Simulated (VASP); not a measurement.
# CsPbCl3 in VASP: settings compared

The runs below take CsPbCl3 through single point, relaxation of cell and atoms, with PBE, PBEsol, LDA.

Program: VASP 6.6.1. These are calculated values, not measurements. Logs are shortened: lines on timing, memory, paths and dates and some standing lists are left out, and cuts for length are marked.

## Step 1: The cell of the first run

The typed cell holds 5 atoms: a = 5.741 Å, b = 5.741 Å, c = 5.741 Å, α = 90.00°, β = 90.00°, γ = 90.00°.

## Step 2: Single point, PBE

The input, INCAR:

```
ALGO     = Normal         # electronic algorithm
EDIFF    = 1E-6           # SCF threshold, eV
ENCUT    = 520            # plane-wave cutoff, eV
GGA      = PE             # functional
ISIF     = 2              # what is computed and relaxed
ISMEAR   = -1             # smearing method
LASPH    = True           # aspherical terms in the spheres
LCHARG   = True           # write CHGCAR
LELF     = True           # ELF
LREAL    = False          # projectors in reciprocal space
LVHAR    = True         
LWAVE    = False          # write WAVECAR
NBANDS   = 30             # bands
NELM     = 60             # most SCF steps
PREC     = Accurate       # precision mode
SIGMA    = 0.02           # smearing width, eV
```

The input, KPOINTS:

```
k-points
0
Gamma
  4 4 4
```

The input, POSCAR:

```
CsPbCl3
1.0
    4.0593838623      2.3436863656      3.3140719845
   -4.0593838623      2.3436863656      3.3140719845
    0.0000000000     -4.6873727313      3.3140719845
Cs Pb Cl
1 1 3
Direct
    0.5000000000      0.5000000000      0.5000000000
    0.0000000000      0.0000000000      0.0000000000
    0.5000000000      0.0000606899      0.9999393101
    0.0000606899      0.9999393101      0.5000000000
    0.9999393101      0.5000000000      0.0000606899
```

Potentials or basis: VASP PAW PBE potentials, release 64 (Cs_sv, Pb_d, Cl).

On the command line:

```sh
> cat potpaw_PBE.64/Cs_sv/POTCAR potpaw_PBE.64/Pb_d/POTCAR potpaw_PBE.64/Cl/POTCAR > POTCAR
> mpirun -np 1 vasp_std > vasp.out
```

OUTCAR:

```text
EDIFF = 1E-6
   ENCUT = 520
   GGA = PE
   ISIF = 2
   ISMEAR = -1
   LASPH = True
   LREAL = False
   NELM = 60
   PREC = Accurate

 ion  position               nearest neighbor table
   1  0.500  0.500  0.500-
   2  0.000  0.000  0.000-   3 2.87   5 2.87   5 2.87   3 2.87   4 2.87   4 2.87
   3  0.500  0.000  1.000-   2 2.87   2 2.87
   4  0.000  1.000  0.500-   2 2.87   2 2.87
   5  1.000  0.500  0.000-   2 2.87   2 2.87

  LATTYP: Found a trigonal (rhomboedric) cell.
 ALAT       =     5.7406041703
 COS(alpha) =    -0.0000806700

  Lattice vectors:

 A1 = (   4.0593838623,   2.3436863656,   3.3140719845)
 A2 = (  -4.0593838623,   2.3436863656,   3.3140719845)
 A3 = (   0.0000000000,  -4.6873727313,   3.3140719845)

Analysis of symmetry for initial positions (statically):
=====================================================================
 Subroutine PRICEL returns:
 Original cell was already a primitive cell.

 Routine SETGRP: Setting up the symmetry group for a
 trigonal (rhombohedral) supercell.

 Subroutine GETGRP returns: Found  6 space group operations
 (whereof  6 operations were pure point group operations)
 out of a pool of 12 trial point group operations.

The static configuration has the point symmetry D_3 .

Analysis of symmetry for dynamics (positions and initial velocities):
=====================================================================
 Subroutine PRICEL returns:
 Original cell was already a primitive cell.

 Routine SETGRP: Setting up the symmetry group for a
 trigonal (rhombohedral) supercell.

 Subroutine GETGRP returns: Found  6 space group operations
 (whereof  6 operations were pure point group operations)
 out of a pool of 12 trial point group operations.

The dynamic configuration has the point symmetry D_3 .

 Subroutine INISYM returns: Found  6 space group operations
 (whereof  6 operations are pure point group operations),
 and found     1 'primitive' translations

----------------------------------------------------------------------------------------

                                     Primitive cell

  volume of cell :     189.1789

  direct lattice vectors                    reciprocal lattice vectors
     4.059383862  2.343686366  3.314071984     0.123171402  0.071113042  0.100581199
    -4.059383862  2.343686366  3.314071984    -0.123171402  0.071113042  0.100581199
     0.000000000 -4.687372731  3.314071984     0.000000000 -0.142226084  0.100581199

  length of vectors
     5.740604170  5.740604170  5.740604170     0.174197694  0.174197694  0.174197694

  position of ions in fractional coordinates (direct lattice)
     0.500000000  0.500000000  0.500000000
     0.000000000  0.000000000  0.000000000
     0.500000000  0.000060690  0.999939310
     0.000060690  0.999939310  0.500000000
     0.999939310  0.500000000  0.000060690

  ion indices of the primitive-cell ions
   primitive index   ion index
                 1           1
                 2           2
                 3           3
                 4           4
                 5           5

----------------------------------------------------------------------------------------

 KPOINTS: k-points

Automatic generation of k-mesh.
 Grid dimensions read from file:
 generate k-points for:    4    4    4

 Generating k-lattice:

  Cartesian coordinates                     Fractional coordinates (reciprocal lattice)
     0.030792850  0.017778260  0.025145300     0.250000000  0.000000000  0.000000000
    -0.030792850  0.017778260  0.025145300     0.000000000  0.250000000  0.000000000
     0.000000000 -0.035556521  0.025145300    -0.000000000 -0.000000000  0.250000000

  Length of vectors
     0.043549423  0.043549423  0.043549423

  Shift w.r.t. Gamma in fractional coordinates (k-lattice)
     0.000000000  0.000000000  0.000000000

 Subroutine IBZKPT returns following result:
 ===========================================

 Found     13 irreducible k-points:

 Following reciprocal coordinates:
            Coordinates               Weight
  0.000000  0.000000  0.000000      1.000000
  0.250000  0.000000  0.000000      6.000000
  0.500000  0.000000  0.000000      3.000000
  0.250000  0.250000  0.000000      6.000000
  0.500000  0.250000  0.000000     12.000000
 -0.250000  0.250000  0.000000      6.000000
  0.500000  0.500000  0.000000      3.000000
  0.250000  0.250000  0.250000      2.000000
  0.500000  0.250000  0.250000      6.000000
 -0.250000  0.250000  0.250000      6.000000
  0.500000  0.500000  0.250000      6.000000
 -0.250000  0.500000  0.250000      6.000000
  0.500000  0.500000  0.500000      1.000000
   k-points           NKPTS =     13   k-points in BZ     NKDIM =     13   number of bands    NBANDS=     30
   number of dos      NEDOS =    301   number of ions     NIONS =      5
   total plane-waves  NPLWV = 110592
   dimension x,y,z NGX =    48 NGY =   48 NGZ =   48
   dimension x,y,z NGXF=    96 NGYF=   96 NGZF=   96
   ions per type =               1   1   3
   NGX,Y,Z   is equivalent  to a cutoff of  13.90, 13.90, 13.90 a.u.
   NGXF,Y,Z  is equivalent  to a cutoff of  27.80, 27.80, 27.80 a.u.
 SYSTEM =  unknown system
   PREC   = accura    normal or accurate (medium, high low for compatibility)
   ISTART =      0    job   : 0-new  1-cont  2-samecut
   ICHARG =      2    charge: 1-file 2-atom 10-const
   ISPIN  =      1    spin polarized calculation?
   LNONCOLLINEAR =      F non collinear calculations
   LSORBIT =      F    spin-orbit coupling
   LASPH  =      T    aspherical Exc in radial PAW
   ENCUT  =  520.0 eV  38.22 Ry    6.18 a.u.  10.67 10.67 10.67*2*pi/ulx,y,z
   NELM   =     60;   NELMIN=  2; NELMDL= -5     # of ELM steps
   EDIFF  = 0.1E-05   stopping-criterion for ELM
   LREAL  =      F    real-space projection
   EDIFFG = 0.1E-04   stopping-criterion for IOM
   NSW    =      0    number of steps for IOM
   IBRION =     -1    ionic relax: 0-MD 1-quasi-New 2-CG
   NFREE  =      0    steps in history (QN), initial steepest desc. (CG)
   ISIF   =      2    stress and relaxation
   ISYM   =      2    0-nonsym 1-usesym 2-fastsym
   POTIM  = 0.5000    time-step for ionic-motion
   TEBEG  =    0.0;   TEEND  =   0.0 temperature during run
   PSTRESS=    0.0 pullay stress
   NELECT =      44.0000    total number of electrons
   NUPDOWN=      -1.0000    fix difference up-down
   EMIN   =  10.00;   EMAX   =-10.00  energy-range for DOS
   EFERMI =   0.00;   METHOD = LEGACY
   ISMEAR =    -1;   SIGMA  =   0.02  broadening in eV -4-tet -1-fermi 0-gaus
   EFERMI_NEDOS =   21; number of points for ismear=-14 and -15
   IALGO  =     38    algorithm
   IMIX   =      4    mixing-type and parameters
     AMIX     =   0.40;   BMIX     =  1.00
     AMIX_MAG =   1.60;   BMIX_MAG =  1.00
  volume/ion in A,a.u.               =      37.84       255.33
  Fermi-wavevector in a.u.,A,eV,Ry     =   1.006780  1.902539 13.790960  1.013607
  Thomas-Fermi vector in A             =   2.139544
   LORBIT       =      0    0 simple, 1 ext, 2 COOP (PROOUT), +10 PAW based schemes
   GGA     = PE    functional components
   LHFCALC =     F    Hartree Fock is set to
   AEXX    =    0.0000 exact exchange contribution
   IVDW    =     0    specifies the selected vdW correction
   LEPSILON=     F    determine dielectric tensor
   LRPA    =     F    only Hartree local field effects (RPA)
 non-spin polarized calculation
  energy-cutoff  :      520.00
  volume of cell :      189.18
 maximum number of plane-waves:      5112
 NGX is ok and might be reduce to    48
   NGX = 21   NGY = 21   NGZ = 21

 number of electron      44.0000013 magnetization

 Free energy of the ion-electron system (eV)
  ---------------------------------------------------
  ext. energy  EPLUGINS =         0.00000000
  ---------------------------------------------------
  free energy    TOTEN  =       -17.54955645 eV

  energy without entropy =      -17.54955645  energy(sigma->0) =      -17.54955645

 E-fermi :   1.3399     XC(G=0):  -7.5172

 val. band max:        0.9261594083   @ k =   0.5000   0.5000   0.5000
 cond. band min:       3.1484422279   @ k =   0.5000   0.5000   0.5000
 fundamental gap:      2.2222828196
 Fermi energy:         1.3398909054

 k-point     1 :       0.0000    0.0000    0.0000
  band No.  band energies     occupation
      1     -20.0932      2.00000
      2     -15.5782      2.00000
      3     -15.5782      2.00000
      4     -15.4238      2.00000
      5     -15.4238      2.00000
      6     -15.4238      2.00000
[... 22 lines left out ...]
     29       6.9711      0.00000
     30       6.9714      0.00000

 k-point     2 :       0.2500    0.0000    0.0000
  band No.  band energies     occupation
      1     -20.0926      2.00000
      2     -15.5782      2.00000
      3     -15.5440      2.00000
      4     -15.4243      2.00000
      5     -15.4243      2.00000
      6     -15.4238      2.00000
[... 22 lines left out ...]
     29       6.7646      0.00000
     30       7.3637      0.00000

 k-point     3 :       0.5000    0.0000    0.0000
  band No.  band energies     occupation
      1     -20.0919      2.00000
      2     -15.5781      2.00000
      3     -15.5088      2.00000
      4     -15.4248      2.00000
      5     -15.4248      2.00000
      6     -15.4238      2.00000
[... 22 lines left out ...]
     29       7.0532      0.00000
     30       8.0916      0.00000

 k-point     4 :       0.2500    0.2500    0.0000
  band No.  band energies     occupation
      1     -20.0919      2.00000
      2     -15.5615      2.00000
      3     -15.5253      2.00000
      4     -15.4248      2.00000
      5     -15.4243      2.00000
      6     -15.4243      2.00000
[... 253 lines left out ...]
     29       7.0655      0.00000
     30       7.4601      0.00000

 k-point    12 :      -0.2500    0.5000    0.2500
  band No.  band energies     occupation
      1     -20.0907      2.00000
      2     -15.5252      2.00000
      3     -15.4875      2.00000
      4     -15.4253      2.00000
      5     -15.4252      2.00000
      6     -15.4248      2.00000
[... 22 lines left out ...]
     29       7.3446      0.00000
     30       7.3716      0.00000

 k-point    13 :       0.5000    0.5000    0.5000
  band No.  band energies     occupation
      1     -20.0896      2.00000
      2     -15.4667      2.00000
      3     -15.4667      2.00000
      4     -15.4257      2.00000
      5     -15.4257      2.00000
      6     -15.4257      2.00000
[... 22 lines left out ...]
     29       6.8422      0.00000
     30       7.9801      0.00000

------------------------ aborting loop because EDIFF is reached ----------------------------------------

  FORCE on cell =-STRESS in cart. coord.  units (eV):
  Direction    XX          YY          ZZ          XY          YZ          ZX
  --------------------------------------------------------------------------------------
  -------------------------------------------------------------------------------------
  Total       -0.0575528     -0.0575528     -0.0560302      0.0000000      0.0000000     -0.0000000
  in kB       -0.4874210     -0.4874210     -0.4745256      0.0000000      0.0000000     -0.0000000
  external PRESSURE =      -0.4831225 kB  Pullay stress =       0.0000000 kB

 VOLUME and BASIS-vectors are now :
 -----------------------------------------------------------------------------
  energy-cutoff  :      520.00
  volume of cell :      189.18
      direct lattice vectors                 reciprocal lattice vectors
     4.059383862  2.343686366  3.314071984     0.123171402  0.071113042  0.100581199
    -4.059383862  2.343686366  3.314071984    -0.123171402  0.071113042  0.100581199
     0.000000000 -4.687372731  3.314071984     0.000000000 -0.142226084  0.100581199

 POSITION                                       TOTAL-FORCE (eV/Angst)
 -----------------------------------------------------------------------------------
      0.00000     -0.00000      4.97111        -0.000000      0.000000      0.000000
      0.00000      0.00000      0.00000        -0.000000      0.000000      0.000000
      2.02945     -3.51510      4.97111         0.000021     -0.000036      0.000000
     -4.05889     -0.00000      4.97111        -0.000041      0.000000     -0.000000
      2.02945      3.51510      4.97111         0.000021      0.000036      0.000000
 -----------------------------------------------------------------------------------
    total drift:                                0.000000     -0.000000     -0.000000

  FREE ENERGIE OF THE ION-ELECTRON SYSTEM (eV)
  ---------------------------------------------------
  free  energy   TOTEN  =       -17.5495564500 eV

  energy  without entropy=      -17.5495564500  energy(sigma->0) =      -17.54955645
```

Run time: 68 s. Hardware: 1 thread of Oxide Virtual Turin-like, shared host; peak memory 0.32 GiB.

What came out:

| Property | Result |
| --- | --- |
| Free energy | -17.5496 eV |
| Pressure | 0.0 GPa |
| Band gap on the k mesh | 2.22 eV |

Caveat: spin-orbit coupling is left out, which moves the levels of the heavy elements.

## Step 3: Relaxation of cell and atoms, PBEsol

The input, INCAR:

```
PREC = Accurate
ENCUT = 600
EDIFF = 1E-7
ISMEAR = -1
SIGMA = 0.02
LREAL = False
LASPH = True
NELM = 100
ALGO = Normal
ISIF = 3
LWAVE = False
LCHARG = False
GGA = PS
IBRION = 2
NSW = 80
EDIFFG = -0.005
```

The input, KPOINTS:

```
Automatic mesh
0
Gamma
  4 4 4
```

POSCAR is that of step 2.

Potentials or basis: VASP PAW PBE potentials, release 64 (Cs_sv, Pb_d, Cl).

On the command line:

```sh
> cat potpaw_PBE.64/Cs_sv/POTCAR potpaw_PBE.64/Pb_d/POTCAR potpaw_PBE.64/Cl/POTCAR > POTCAR
> mpirun -np 1 vasp_std > vasp.out
```

It took 3 min on 1 thread of Oxide Virtual Turin-like, shared host; peak memory 0.35 GiB.

The run converged. Its results:

```
Free energy                           : -18.3608 eV
Relaxed volume                        : 35.63 Å³/atom
Relaxed cell                          : a = 5.627 Å, b = 5.627 Å, c = 5.627 Å, α = 90.00°, β = 90.00°, γ = 90.00°
Space group after relaxing (to 0.1 Å) : Pm-3m (No. 221)
Energy gained by relaxing             : 9.7 meV/atom
Ionic steps                           : 3
Pressure after relaxing               : 0.0 GPa
Band gap on the k mesh                : 1.85 eV
```

The path:
| step | energy change (eV) | largest force (eV/Å) | pressure (GPa) | volume (Å³) |
| --- | --- | --- | --- | --- |
| 1 | 0.0000 | 0.0000 | -1.32 | 189.18 |
| 2 | -0.0453 | 0.0000 | -0.36 | 180.78 |
| 3 | -0.0484 | 0.0000 | -0.01 | 178.16 |

Final structure:
```xyz
5
Lattice="3.9790 2.2973 3.2485 -3.9790 2.2973 3.2485 0.0000 -4.5946 3.2485" Properties=species:S:1:pos:R:3 pbc="T T T"
Cs    0.0000    0.0000    4.8728
Pb    0.0000    0.0000    0.0000
Cl    1.9893   -3.4455    4.8728
Cl   -3.9785    0.0000    4.8728
Cl    1.9893    3.4455    4.8728
```

Levels at points of the mesh, in eV from the valence-band top:
```tsv
k point	band 20	band 21	band 22	band 23	band 24	band 25
(0.00, 0.00, 0.00)	-2.44	-2.44	-2.44	3.27	4.29	4.29
(0.50, 0.00, 0.00)	-2.55	-2.55	-1.65	2.94	4.65	5.21
(0.50, 0.50, 0.00)	-2.68	-2.13	-0.80	2.44	2.44	4.86
(0.50, 0.50, 0.50)	-2.12	-2.12	0.00	1.85	1.85	1.85
```

Caveat: the PAW data sets were made with another functional, which shifts forces and pressure a little; spin-orbit coupling is left out, which moves the levels of the heavy elements. A k mesh can miss the band edges.

## Step 4: Relaxation of cell and atoms, LDA

The input, INCAR:

```
SYSTEM = CsPbCl3
PREC = Accurate
ENCUT = 600
EDIFF = 1E-6
ISMEAR = -1
SIGMA = 0.02
LREAL = .False.
LASPH = .True.
NELM = 80
ALGO = Normal
ISIF = 3
LWAVE = .False.
LCHARG = .False.
IBRION = 2
NSW = 80
EDIFFG = -0.005
```

The input, KPOINTS:

```
Automatic mesh
0
Gamma
  4 4 4
  0 0 0
```

POSCAR is that of step 3.

Potentials or basis: VASP PAW LDA potentials, release 64 (Cs_sv, Pb_d, Cl).

On the command line:

```sh
> cat potpaw_LDA.64/Cs_sv/POTCAR potpaw_LDA.64/Pb_d/POTCAR potpaw_LDA.64/Cl/POTCAR > POTCAR
> mpirun -np 1 vasp_std > vasp.out
```

Wall time 3.2 min (1 thread of Oxide Virtual Turin-like, shared host); peak memory 0.28 GiB.

The run converged. Its results:

```yaml
Free_energy: -19.4014 eV
Relaxed_volume: 33.86 Å³/atom
Relaxed_cell: a = 5.532 Å, b = 5.532 Å, c = 5.532 Å, α = 90.00°, β = 90.00°, γ = 90.00°
Space_group_after_relaxing_to_0.1_Å: Pm-3m (No. 221)
Energy_gained_by_relaxing: 34.7 meV/atom
Ionic_steps: 5
Pressure_after_relaxing: 0.0 GPa
Band_gap_on_the_k_mesh: 1.52 eV
```

The path:
```csv
step,energy change (eV),largest force (eV/Å),pressure (GPa),volume (Å³)
1,0.0000,0.0001,-2.52,189.18
2,-0.1653,0.0001,-0.66,173.33
3,-0.1737,0.0001,-0.02,169.47
4,-0.1737,0.0001,0.04,169.10
5,-0.1737,0.0001,0.01,169.29
```

Final structure:
```cif
data_structure
_symmetry_space_group_name_H-M 'P 1'
_symmetry_Int_Tables_number 1
_cell_length_a 5.5319
_cell_length_b 5.5319
_cell_length_c 5.5319
_cell_angle_alpha 90.004
_cell_angle_beta 90.004
_cell_angle_gamma 90.004
_cell_volume 169.29
loop_
_atom_site_label
_atom_site_type_symbol
_atom_site_fract_x
_atom_site_fract_y
_atom_site_fract_z
_atom_site_occupancy
Cs1 Cs 0.50000 0.50000 0.50000 1
Pb1 Pb 0.00000 0.00000 0.00000 1
Cl1 Cl 0.50000 0.00006 0.99994 1
Cl2 Cl 0.00006 0.99994 0.50000 1
Cl3 Cl 0.99994 0.50000 0.00006 1
```

Levels at points of the mesh, in eV from the valence-band top:
| k point | band 18 | band 19 | band 20 | band 21 | band 22 | band 23 | band 24 | band 25 | band 26 |
| --- | --- | --- | --- | --- | --- | --- | --- | --- | --- |
| (0.00, 0.00, 0.00) | -2.95 | -2.95 | -2.82 | -2.82 | -2.82 | 2.75 | 3.70 | 3.70 | 4.69 |
| (0.50, 0.00, 0.00) | -3.05 | -3.05 | -2.96 | -2.96 | -1.84 | 2.76 | 4.17 | 4.72 | 5.07 |
| (0.50, 0.50, 0.00) | -3.17 | -3.17 | -3.02 | -2.48 | -0.89 | 2.19 | 2.19 | 4.66 | 4.94 |
| (0.50, 0.50, 0.50) | -3.01 | -2.47 | -2.47 | -2.47 | 0.00 | 1.52 | 1.52 | 1.52 | 4.55 |

Caveat: spin-orbit coupling is left out, which moves the levels of the heavy elements. A k mesh can miss the band edges.

## Step 5: Overview

```csv
task,level,potentials or basis,cell,cutoff (eV),gap on the mesh (eV),pressure (GPa),relaxed volume (Å³/atom)
single point,PBE,"VASP PAW PBE potentials, release 64 (Cs_sv, Pb_d, Cl)","a = 5.741 Å, 5 atoms",520,2.22,0.0,-
relaxation of cell and atoms,PBEsol,"VASP PAW PBE potentials, release 64 (Cs_sv, Pb_d, Cl)","relaxed from a = 5.741 Å, 5 atoms",600,1.85,0.0,35.63
relaxation of cell and atoms,LDA,"VASP PAW LDA potentials, release 64 (Cs_sv, Pb_d, Cl)","relaxed from a = 5.741 Å, 5 atoms",600,1.52,0.0,33.86
```

Alike in all rows: no spin polarisation; k mesh 4 × 4 × 4; smearing fermi-dirac 0.02 eV.

Caveats: spin-orbit coupling is left out, which moves the levels of the heavy elements; the PAW data sets were made with another functional, which shifts forces and pressure a little (at least some runs).

Total energies depend on the potentials used, so only differences within one code and one set of settings carry meaning.
